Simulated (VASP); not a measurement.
# RbCoW4 (F-43m) in VASP: a series of runs

RbCoW4 is run at these levels: PBE; tasks: single point, relaxation of cell and atoms.

Program: VASP 6.6.1. These are calculated values, not measurements. Logs are shortened: lines on timing, memory, paths and dates and some standing lists are left out, and cuts for length are marked.

### Step 1. The cell of the first run

Symmetry: F-43m, No. 216, cubic system. The conventional cell has a = 7.699 Å, b = 7.699 Å, c = 7.699 Å, α = 90.00°, β = 90.00°, γ = 90.00°. Rb (site symmetry -43m) has 12 W at 3.19 Å and 4 Co at 3.33 Å within 4.2 Å. Co (site symmetry -43m) has 12 W at 3.19 Å and 4 Rb at 3.33 Å within 4.2 Å. W (site symmetry 3m) has 6 W at 2.72 to 2.73 Å and 3 Rb at 3.19 Å and 3 Co at 3.19 Å within 3.6 Å.

### Step 2. Single point, PBE, collinear spin, ferromagnetic start

File INCAR:

```
PREC = Accurate ; ENCUT = 520
EDIFF = 1E-6 ; ISMEAR = 0
SIGMA = 0.1 ; LREAL = False
LASPH = True ; NELM = 150
ALGO = Normal ; ISIF = 2
LWAVE = False ; LCHARG = True
ISPIN = 2 ; MAGMOM = 0 1.71 0 0 0 0
LORBIT = 11 ; LMAXMIX = 4
GGA = PE ; LELF = True
LVHAR = True ; NBANDS = 50
```

File KPOINTS:

```
regular mesh
0
Gamma
  4 4 4
```

File POSCAR:

```
RbCoW4
1.0
    0.0000000000      3.8494153928      3.8494153928
    3.8494153928      0.0000000000      3.8494153928
    3.8494153928      3.8494153928      0.0000000000
Rb Co W
1 1 4
Direct
    0.0000000000      0.0000000000      0.0000000000
    0.2500000000      0.2500000000      0.2500000000
    0.6251474117      0.1245577648      0.6251474117
    0.6251474117      0.6251474117      0.1245577648
    0.6251474117      0.6251474117      0.6251474117
    0.1245577648      0.6251474117      0.6251474117
```

Potentials or basis: VASP PAW PBE potentials, release 64 (Rb_sv, Co, W_sv).

Run with:

```sh
$ cat potpaw_PBE.64/Rb_sv/POTCAR potpaw_PBE.64/Co/POTCAR potpaw_PBE.64/W_sv/POTCAR > POTCAR
$ mpirun -np 1 vasp_std > vasp.out
```

OUTCAR:

```text
PREC = Accurate
   ENCUT = 520
   EDIFF = 1E-6
   ISMEAR = 0
   LREAL = False
   LASPH = True
   NELM = 150
   ISIF = 2
   ISPIN = 2
   LORBIT = 11
   GGA = PE

 ion  position               nearest neighbor table
   1  0.000  0.000  0.000-   3 3.19   4 3.19   4 3.19   6 3.19   3 3.19   6 3.19   5 3.19   5 3.19
                             5 3.19   3 3.19   4 3.19   6 3.19   2 3.33   2 3.33   2 3.33   2 3.33
   2  0.250  0.250  0.250-   3 3.19   4 3.19   6 3.19   5 3.19   5 3.19   5 3.19   4 3.19   3 3.19
                             6 3.19   3 3.19   4 3.19   6 3.19   1 3.33   1 3.33   1 3.33   1 3.33
   3  0.625  0.125  0.625-   4 2.72   5 2.72   6 2.72   4 2.73   5 2.73   6 2.73   1 3.19   1 3.19
                             1 3.19   2 3.19   2 3.19   2 3.19
   4  0.625  0.625  0.125-   3 2.72   5 2.72   6 2.72   5 2.73   3 2.73   6 2.73   1 3.19   1 3.19
                             1 3.19   2 3.19   2 3.19   2 3.19
   5  0.625  0.625  0.625-   3 2.72   4 2.72   6 2.72   4 2.73   3 2.73   6 2.73   1 3.19   1 3.19
                             1 3.19   2 3.19   2 3.19   2 3.19
   6  0.125  0.625  0.625-   3 2.72   4 2.72   5 2.72   5 2.73   4 2.73   3 2.73   1 3.19   1 3.19
                             1 3.19   2 3.19   2 3.19   2 3.19

  LATTYP: Found a face centered cubic cell.
 ALAT       =     7.6988307856

  Lattice vectors:

 A1 = (   0.0000000000,   3.8494153928,   3.8494153928)
 A2 = (   3.8494153928,   0.0000000000,   3.8494153928)
 A3 = (   3.8494153928,   3.8494153928,   0.0000000000)

Analysis of symmetry for initial positions (statically):
=====================================================================
 Subroutine PRICEL returns:
 Original cell was already a primitive cell.

 Routine SETGRP: Setting up the symmetry group for a
 face centered cubic supercell.

 Subroutine GETGRP returns: Found 24 space group operations
 (whereof 24 operations were pure point group operations)
 out of a pool of 48 trial point group operations.

The static configuration has the point symmetry T_d .

Analysis of symmetry for dynamics (positions and initial velocities):
=====================================================================
 Subroutine PRICEL returns:
 Original cell was already a primitive cell.

 Routine SETGRP: Setting up the symmetry group for a
 face centered cubic supercell.

 Subroutine GETGRP returns: Found 24 space group operations
 (whereof 24 operations were pure point group operations)
 out of a pool of 48 trial point group operations.

The dynamic configuration has the point symmetry T_d .

Analysis of structural, dynamic, and magnetic symmetry:
=====================================================================
 Subroutine PRICEL returns:
 Original cell was already a primitive cell.

 Routine SETGRP: Setting up the symmetry group for a
 face centered cubic supercell.

 Subroutine GETGRP returns: Found 24 space group operations
 (whereof 24 operations were pure point group operations)
 out of a pool of 48 trial point group operations.

The overall configuration has the point symmetry T_d .

 Subroutine INISYM returns: Found 24 space group operations
 (whereof 24 operations are pure point group operations),
 and found     1 'primitive' translations

----------------------------------------------------------------------------------------

                                     Primitive cell

  volume of cell :     114.0813

  direct lattice vectors                    reciprocal lattice vectors
     0.000000000  3.849415393  3.849415393    -0.129889853  0.129889853  0.129889853
     3.849415393  0.000000000  3.849415393     0.129889853 -0.129889853  0.129889853
     3.849415393  3.849415393  0.000000000     0.129889853  0.129889853 -0.129889853

  length of vectors
     5.443895456  5.443895456  5.443895456     0.224975825  0.224975825  0.224975825

  position of ions in fractional coordinates (direct lattice)
     0.000000000  0.000000000  0.000000000
     0.250000000  0.250000000  0.250000000
     0.625147412  0.124557765  0.625147412
     0.625147412  0.625147412  0.124557765
     0.625147412  0.625147412  0.625147412
     0.124557765  0.625147412  0.625147412

  ion indices of the primitive-cell ions
   primitive index   ion index
                 1           1
                 2           2
                 3           3
                 4           4
[... 40 lines left out ...]
   number of dos      NEDOS =    301   number of ions     NIONS =      6
   total plane-waves  NPLWV =  64000
   dimension x,y,z NGX =    40 NGY =   40 NGZ =   40
   dimension x,y,z NGXF=    80 NGYF=   80 NGZF=   80
   ions per type =               1   1   4
   NGX,Y,Z   is equivalent  to a cutoff of  12.22, 12.22, 12.22 a.u.
   NGXF,Y,Z  is equivalent  to a cutoff of  24.43, 24.43, 24.43 a.u.
 SYSTEM =  unknown system
   PREC   = accura    normal or accurate (medium, high low for compatibility)
   ISTART =      0    job   : 0-new  1-cont  2-samecut
   ICHARG =      2    charge: 1-file 2-atom 10-const
   ISPIN  =      2    spin polarized calculation?
   LNONCOLLINEAR =      F non collinear calculations
   LSORBIT =      F    spin-orbit coupling
   LASPH  =      T    aspherical Exc in radial PAW
   ENCUT  =  520.0 eV  38.22 Ry    6.18 a.u.  10.12 10.12 10.12*2*pi/ulx,y,z
   NELM   =    150;   NELMIN=  2; NELMDL= -5     # of ELM steps
   EDIFF  = 0.1E-05   stopping-criterion for ELM
   LREAL  =      F    real-space projection
   EDIFFG = 0.1E-04   stopping-criterion for IOM
   NSW    =      0    number of steps for IOM
   IBRION =     -1    ionic relax: 0-MD 1-quasi-New 2-CG
   NFREE  =      0    steps in history (QN), initial steepest desc. (CG)
   ISIF   =      2    stress and relaxation
   ISYM   =      2    0-nonsym 1-usesym 2-fastsym
   POTIM  = 0.5000    time-step for ionic-motion
   TEBEG  =    0.0;   TEEND  =   0.0 temperature during run
   PSTRESS=    0.0 pullay stress
   NELECT =      74.0000    total number of electrons
   NUPDOWN=      -1.0000    fix difference up-down
   EMIN   =  10.00;   EMAX   =-10.00  energy-range for DOS
   EFERMI =   0.00;   METHOD = LEGACY
   ISMEAR =     0;   SIGMA  =   0.10  broadening in eV -4-tet -1-fermi 0-gaus
   EFERMI_NEDOS =   21; number of points for ismear=-14 and -15
   IALGO  =     38    algorithm
   IMIX   =      4    mixing-type and parameters
     AMIX     =   0.40;   BMIX     =  1.00
     AMIX_MAG =   1.60;   BMIX_MAG =  1.00
  volume/ion in A,a.u.               =      19.01       128.31
  Fermi-wavevector in a.u.,A,eV,Ry     =   1.417144  2.678014 27.324538  2.008297
  Thomas-Fermi vector in A             =   2.538405
   LORBIT       =     11    0 simple, 1 ext, 2 COOP (PROOUT), +10 PAW based schemes
   GGA     = PE    functional components
   LHFCALC =     F    Hartree Fock is set to
   AEXX    =    0.0000 exact exchange contribution
   IVDW    =     0    specifies the selected vdW correction
   LEPSILON=     F    determine dielectric tensor
   LRPA    =     F    only Hartree local field effects (RPA)
 spin polarized calculation
 Gauss-broadening in eV      SIGMA  =   0.10
  energy-cutoff  :      520.00
  volume of cell :      114.08
 maximum number of plane-waves:      3119
   NGX = 21   NGY = 21   NGZ = 21

 number of electron      73.9999999 magnetization       1.9023049

 Free energy of the ion-electron system (eV)
  ---------------------------------------------------
  ext. energy  EPLUGINS =         0.00000000
  ---------------------------------------------------
  free energy    TOTEN  =       -50.30941177 eV

  energy without entropy =      -50.27554513  energy(sigma->0) =      -50.29247845

 E-fermi :   7.2175     XC(G=0): -11.9208

 val. band max:        7.1901301373   @ k =   0.5000   0.5000   0.0000
 cond. band min:       7.2270487227   @ k =   0.5000   0.0000   0.0000
 fundamental gap:      0.0369185854
 Fermi energy:         7.2175297097

 spin component 1

 k-point     1 :       0.0000    0.0000    0.0000
  band No.  band energies     occupation
      1     -66.5488      1.00000
      2     -66.4212      1.00000
      3     -66.4212      1.00000
      4     -66.4212      1.00000
      5     -31.5961      1.00000
      6     -31.0698      1.00000
[... 405 lines left out ...]
     48      10.9066      0.00000
     49      11.4472      0.00000
 Fermi energy:         7.2175297097

 spin component 2

 k-point     1 :       0.0000    0.0000    0.0000
  band No.  band energies     occupation
      1     -66.5232      1.00000
      2     -66.3957      1.00000
      3     -66.3957      1.00000
      4     -66.3957      1.00000
      5     -31.5741      1.00000
      6     -31.0320      1.00000
[... 405 lines left out ...]
     48      10.9871      0.00000
     49      11.4797      0.00000
 [bands above 49 left out]

------------------------ aborting loop because EDIFF is reached ----------------------------------------

  FORCE on cell =-STRESS in cart. coord.  units (eV):
  Direction    XX          YY          ZZ          XY          YZ          ZX
  --------------------------------------------------------------------------------------
  -------------------------------------------------------------------------------------
  Total        0.1552920      0.1552920      0.1552920     -0.0000000      0.0000000     -0.0000000
  in kB        2.1809477      2.1809477      2.1809477     -0.0000000      0.0000000     -0.0000000
  external PRESSURE =       2.1809477 kB  Pullay stress =       0.0000000 kB

 VOLUME and BASIS-vectors are now :
 -----------------------------------------------------------------------------
  energy-cutoff  :      520.00
  volume of cell :      114.08
      direct lattice vectors                 reciprocal lattice vectors
     0.000000000  3.849415393  3.849415393    -0.129889853  0.129889853  0.129889853
     3.849415393  0.000000000  3.849415393     0.129889853 -0.129889853  0.129889853
     3.849415393  3.849415393  0.000000000     0.129889853  0.129889853 -0.129889853

 POSITION                                       TOTAL-FORCE (eV/Angst)
 -----------------------------------------------------------------------------------
      0.00000      0.00000      0.00000         0.000000      0.000000      0.000000
      1.92471      1.92471      1.92471         0.000000      0.000000      0.000000
      2.88593      4.81290      2.88593         0.023710     -0.023710      0.023710
      2.88593      2.88593      4.81290         0.023710      0.023710     -0.023710
      4.81290      4.81290      4.81290        -0.023710     -0.023710     -0.023710
      4.81290      2.88593      2.88593        -0.023710      0.023710      0.023710
 -----------------------------------------------------------------------------------
    total drift:                                0.000001      0.000001      0.000001

  FREE ENERGIE OF THE ION-ELECTRON SYSTEM (eV)
  ---------------------------------------------------
  free  energy   TOTEN  =       -50.3094117699 eV

  energy  without entropy=      -50.2755451296  energy(sigma->0) =      -50.29247845

 total charge

# of ion       s       p       d       tot
------------------------------------------
    1        1.998   5.286   0.162   7.446
    2        0.326   0.265   7.128   7.718
    3        2.444   6.212   3.374  12.030
    4        2.444   6.212   3.374  12.030
    5        2.444   6.212   3.374  12.030
    6        2.444   6.212   3.374  12.030
--------------------------------------------------
tot         12.101  30.398  20.787  63.286

 magnetization (x)

# of ion       s       p       d       tot
------------------------------------------
    1       -0.001   0.002   0.002   0.003
    2        0.008   0.001   1.735   1.745
    3        0.005  -0.003   0.054   0.056
    4        0.005  -0.003   0.054   0.056
    5        0.005  -0.003   0.054   0.056
    6        0.005  -0.003   0.054   0.056
--------------------------------------------------
tot          0.028  -0.009   1.954   1.973
```

Run time: 96 s. Hardware: 1 thread of AMD EPYC 9R45 (Zen 5), shared host; peak memory 0.29 GiB.

What came out:

```yaml
Free_energy: -50.3094 eV
Pressure: 0.2 GPa
Largest_force: 0.041 eV/Å
Net_moment: 1.90 μB per cell
Site_moments: Rb +0.00; Co +1.75; W +0.06 μB
Valence_electrons_inside_the_program's_atomic_spheres: Rb 7.45; Co 7.72; W 12.03
```

Forces on the atoms (eV/Å):
```
Rb   0.000  0.000  0.000
Co   0.000  0.000  0.000
W    0.024 -0.024  0.024
W    0.024  0.024 -0.024
W   -0.024 -0.024 -0.024
W   -0.024  0.024  0.024
```

Levels at points of the mesh, in eV from the Fermi level:
Spin up:
```
           k point  band 36  band 37  band 38  band 39  band 40  band 41
(0.00, 0.00, 0.00)     1.98     1.98     1.98     2.28     2.28     2.28
(0.50, 0.00, 0.00)    -0.49    -0.42    -0.12    -0.12     0.01     0.01
(0.50, 0.50, 0.00)    -0.91    -0.51    -0.23    -0.23    -0.09     0.31
```
Spin down:
```csv
k point,band 34,band 35,band 36,band 37,band 38,band 39
"(0.00, 0.00, 0.00)",-0.36,-0.36,2.02,2.02,2.02,2.30
"(0.50, 0.00, 0.00)",-0.91,-0.13,-0.13,0.30,0.30,0.40
"(0.50, 0.50, 0.00)",-0.70,-0.70,-0.40,-0.09,-0.09,-0.03
```

Caveat: spin-orbit coupling is left out, which moves the levels of the heavy elements.

### Step 3. Relaxation of cell and atoms, PBE, collinear spin, ferromagnetic start

This run uses another cell than the first one, of 17.92 Å³/atom.

File INCAR:

```
  PREC = Accurate
  ENCUT = 600
  EDIFF = 1E-6
  ISMEAR = 0
  SIGMA = 0.1
  LREAL = F
  LASPH = T
  NELM = 150
  ALGO = Fast
  ISIF = 3
  LWAVE = F
  LCHARG = F
  ISPIN = 2
  MAGMOM = 0 1.71 0 0 0 0
  LORBIT = 11
  LMAXMIX = 4
  GGA = PE
  IBRION = 2
  NSW = 90
  EDIFFG = -0.04
```

File KPOINTS:

```
Automatic mesh
0
Gamma
  4 4 4
```

File POSCAR:

```
RbCoW4
1.0
    0.0000000000      3.7738563755      3.7738563755
    3.7738563755      0.0000000000      3.7738563755
    3.7738563755      3.7738563755      0.0000000000
Rb Co W
1 1 4
Direct
    0.0000000000      0.0000000000      0.0000000000
    0.2500000000      0.2500000000      0.2500000000
    0.6257700000      0.1226900000      0.6257700000
    0.6257700000      0.6257700000      0.1226900000
    0.6257700000      0.6257700000      0.6257700000
    0.1226900000      0.6257700000      0.6257700000
```

Potentials or basis: VASP PAW PBE potentials, release 64 (Rb_sv, Co, W_sv).

Run with:

```sh
$ cat potpaw_PBE.64/Rb_sv/POTCAR potpaw_PBE.64/Co/POTCAR potpaw_PBE.64/W_sv/POTCAR > POTCAR
$ mpirun -np 1 vasp_std > vasp.out
```

Wall time 11 min (1 thread of AMD EPYC 9R45 (Zen 5), shared host); peak memory 0.42 GiB.

It converged, with:

```
Free energy                                           : -50.2270 eV
Relaxed volume                                        : 18.88 Å³/atom
Relaxed cell                                          : a = 5.431 Å, b = 5.431 Å, c = 5.431 Å, α = 60.00°, β = 60.00°, γ = 60.00°
Space group after relaxing (to 0.1 Å)                 : F-43m (No. 216)
Energy gained by relaxing                             : 24.2 meV/atom
Ionic steps                                           : 3
Pressure after relaxing                               : -0.2 GPa
Largest force after relaxing                          : 0.017 eV/Å
Band gap on the k mesh                                : zero (filled and empty bands overlap)
Net moment                                            : 0.00 μB per cell
Valence electrons inside the program's atomic spheres : Rb 7.44; Co 7.77; W 12.04
```

Forces on the atoms (eV/Å):
```
Rb   0.000  0.000  0.000
Co   0.000  0.000  0.000
W    0.010 -0.010  0.010
W    0.010  0.010 -0.010
W   -0.010 -0.010 -0.010
W   -0.010  0.010  0.010
```

The path:
```tsv
step	energy change (eV)	largest force (eV/Å)	pressure (GPa)	volume (Å³)
1	0.0000	0.2826	8.62	107.49
2	0.2186	0.1362	-10.65	123.20
3	-0.1453	0.0173	-0.18	113.26
```

Final structure:
```xyz
6
Lattice="0.0000 3.8402 3.8402 3.8402 0.0000 3.8402 3.8402 3.8402 0.0000" Properties=species:S:1:pos:R:3 pbc="T T T"
Rb    0.0000    0.0000    0.0000
Co    1.9201    1.9201    1.9201
W     2.8775    4.8029    2.8775
W     2.8775    2.8775    4.8029
W     4.8029    4.8029    4.8029
W     4.8029    2.8775    2.8775
```

Levels at points of the mesh, in eV from the Fermi level:
Spin up:
| k point | band 34 | band 35 | band 36 | band 37 | band 38 | band 39 |
| --- | --- | --- | --- | --- | --- | --- |
| (0.00, 0.00, 0.00) | -0.75 | -0.75 | 1.98 | 1.99 | 2.03 | 2.27 |
| (0.50, 0.00, 0.00) | -1.10 | -0.27 | -0.27 | 0.09 | 0.10 | 0.10 |
| (0.50, 0.50, 0.00) | -0.88 | -0.88 | -0.49 | -0.37 | -0.18 | -0.18 |
Spin down:
```csv
k point,band 33,band 34,band 35,band 36,band 37,band 38,band 39,band 40
"(0.00, 0.00, 0.00)",-0.75,-0.75,-0.75,1.98,2.01,2.05,2.27,2.28
"(0.50, 0.00, 0.00)",-1.10,-1.10,-0.27,-0.27,0.09,0.10,0.10,0.28
"(0.50, 0.50, 0.00)",-1.26,-0.88,-0.88,-0.49,-0.37,-0.18,-0.18,0.43
```

Caveat: the k points lie up to 0.35 Å⁻¹ apart in the final cell, too coarse for converged energies and pressures of a metal; the moments typed at the start vanished in this run; spin-orbit coupling is left out, which moves the levels of the heavy elements.

The gap in the log of VASP goes by the Fermi energy; the results here count the filled bands.